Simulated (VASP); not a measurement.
**TiAl3: single point with PBE**

Crystal: TiAl3.

```xyz
4
Lattice="2.8397 0.0000 0.0000 0.0000 4.6813 0.0000 0.0000 0.0000 4.9007" Properties=species:S:1:pos:R:3 pbc="T T T"
Ti    0.0000    2.3406    0.8131
Al    1.4198    2.3406    3.2701
Al    1.4198    0.0000    1.6217
Al    0.0000    0.0000    4.0965
```

| Quantity | Value |
| --- | --- |
| Program | VASP 6.6.1 |
| Task | single point |
| Functional | PBE |
| Potentials or basis | VASP PAW PBE potentials, release 64 (Ti_sv, Al) |
| Cutoff | 520 eV |
| k mesh | 6 × 4 × 4 |
| Occupations | gaussian, width 0.1 eV |
| Spin | no spin polarisation |

* Pressure: -0.1 GPa
* Largest force: 0.076 eV/Å

Forces on the atoms (eV/Å):
```
Ti   0.000  0.000 -0.052
Al   0.000  0.000 -0.018
Al   0.000  0.000 -0.006
Al   0.000  0.000  0.076
```

Stress tensor (GPa, compression positive):
```
-1.44  0.00  0.00
 0.00 -0.13  0.00
 0.00  0.00  1.26
```

Levels at points of the mesh, in eV from the Fermi level:
```
           k point  band 9  band 10  band 11  band 12  band 13  band 14
(0.00, 0.00, 0.00)   -2.72    -0.85    -0.47     2.24     2.32     2.61
(0.50, 0.00, 0.00)   -1.81     0.28     0.51     0.65     1.29     1.43
(0.00, 0.50, 0.00)   -2.10    -1.57    -0.22     2.16     2.25     2.57
(0.50, 0.50, 0.00)   -1.76    -0.56    -0.39     0.71     1.06     1.24
(0.00, 0.00, 0.50)   -2.19    -1.13    -0.38     2.13     2.18     2.33
(0.50, 0.00, 0.50)   -1.38    -0.27    -0.21     0.48     1.10     1.84
(0.00, 0.50, 0.50)   -0.26    -0.10     0.67     2.16     2.19     3.62
(0.50, 0.50, 0.50)   -2.88    -2.84    -0.88    -0.28     0.95     1.98
```

Run time: 2.1 min on 1 thread of AMD EPYC 7R43 64-Core Processor (Zen 3), with other jobs on the host, peak memory 0.15 GiB.

Caveat: the k points lie up to 0.37 Å⁻¹ apart.
